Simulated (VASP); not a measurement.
Runs of VASP 6.6.1 on C. The structure is that of space group Pm-3m (No. 221), or close to it. The cells are those of the table. 

```csv
task,cell,k mesh,cutoff (eV),gap on the mesh (eV),pressure (GPa)
single point,"a = 1.824 Å, 1 atom",20 × 20 × 20,520,none,-17.5
single point,"a = 1.846 Å, 1 atom",20 × 20 × 20,520,none,(b)
single point,"a = 1.778 Å, 1 atom",16 × 16 × 16,520,none,0.0
single point,"a = 1.778 Å, 1 atom",29 × 29 × 29,520,none,3.0
single point,"a = 1.704 Å, 1 atom",20 × 20 × 20,520,none,55.9
single point,"a = 1.754 Å, 1 atom",20 × 20 × 20,520,none,(a)
single point,"a = 1.778 Å, 1 atom",20 × 20 × 20,520,none,4.2
single point,"a = 1.801 Å, 1 atom",20 × 20 × 20,520,none,(c)
relaxation of cell and atoms,"relaxed from a = 1.926 Å, 1 atom",16 × 16 × 16,600,none,0.0
single point,"a = 1.729 Å, 1 atom",20 × 20 × 20,520,none,35.4
```

Alike in all rows: level RPBE; potentials or basis VASP PAW PBE potentials, release 64 (C); no spin polarisation; smearing fermi-dirac 0.1 eV.

Problem. Estimate the missing entries.

Solution. (a) 18.4; (b) -25.7; (c) -7.6.

Caveats: the PAW data sets were made with another functional, which shifts forces and pressure a little.

A gap of «none» marks levels without a gap at the run's occupations.
